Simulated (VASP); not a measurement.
Crystal: Se.

```xyz
3
Lattice="4.3662 0.0000 0.0000 -2.1831 3.7812 0.0000 0.0000 0.0000 4.9536" Properties=species:S:1:pos:R:3 pbc="T T T"
Se    1.6910    2.9289    0.0000
Se   -0.4921    0.8523    3.3024
Se    0.9841    0.0000    1.6512
```

| Property | Result |
| --- | --- |
| Program | VASP 6.6.1 |
| Task | relaxation of cell and atoms |
| Functional | RPBE |
| Dispersion | D4 |
| Potentials or basis | VASP PAW PBE potentials, release 64 (Se) |
| Cutoff | 600 eV |
| k mesh | 7 × 7 × 6 |
| Occupations | fermi-dirac, width 0.05 eV |
| Spin | no spin polarisation |

At the start: pressure -0.1 GPa; volume 27.26 Å³/atom.

Problem. How do energy, volume and symmetry change on relaxing?

Solution. Over 23 steps the energy falls by 61.6 meV/atom and the volume is 22.90 Å³/atom (-16.0 %); space group P3_121 (No. 152, to 0.1 Å) before and after.

The path:
```tsv
step	energy change (eV)	largest force (eV/Å)	pressure (GPa)	volume (Å³)
1	0.0000	0.5212	-0.09	81.78
2	-0.0323	0.1259	-1.76	81.60
3	-0.0374	0.1042	-2.81	81.46
4	-0.0550	0.1014	-2.73	80.36
5	-0.1038	0.0840	-2.28	77.12
6	-0.1687	0.0235	-0.39	70.84
7	0.0463	0.0600	10.04	59.08
8	-0.1725	0.0750	0.59	69.61
9	-0.1731	0.0799	1.02	68.78
10	-0.1795	0.0274	0.53	68.26
11	-0.1792	0.1268	0.09	67.67
12	-0.1803	0.0790	0.30	67.97
13	-0.1821	0.0722	0.07	68.30
14	-0.1834	0.0642	-0.20	68.71
15	-0.1831	0.0471	-0.70	69.54
16	-0.1837	0.0575	-0.40	69.04
17	-0.1846	0.0191	0.05	68.81
18	-0.1846	0.0104	0.00	68.83
19	-0.1846	0.0087	0.00	68.84
20	-0.1846	0.0072	-0.01	68.84
21	-0.1847	0.0060	-0.04	68.83
22	-0.1847	0.0017	-0.10	68.78
23	-0.1848	0.0080	-0.03	68.69
```

Final structure:
```
Se
1.0
     3.91620    0.00000    0.00000
    -1.95810    3.39153    0.00000
     0.00000    0.00000    5.17171
Se
3
Cartesian
  1.4509 2.5130 0.0000
  -0.5072 0.8786 3.4478
  1.0145 0.0000 1.7239
```

Caveat: the volume moved by over 15 % at a fixed basis, so the end points are rough; the PAW data sets were made with another functional, which shifts forces and pressure a little.
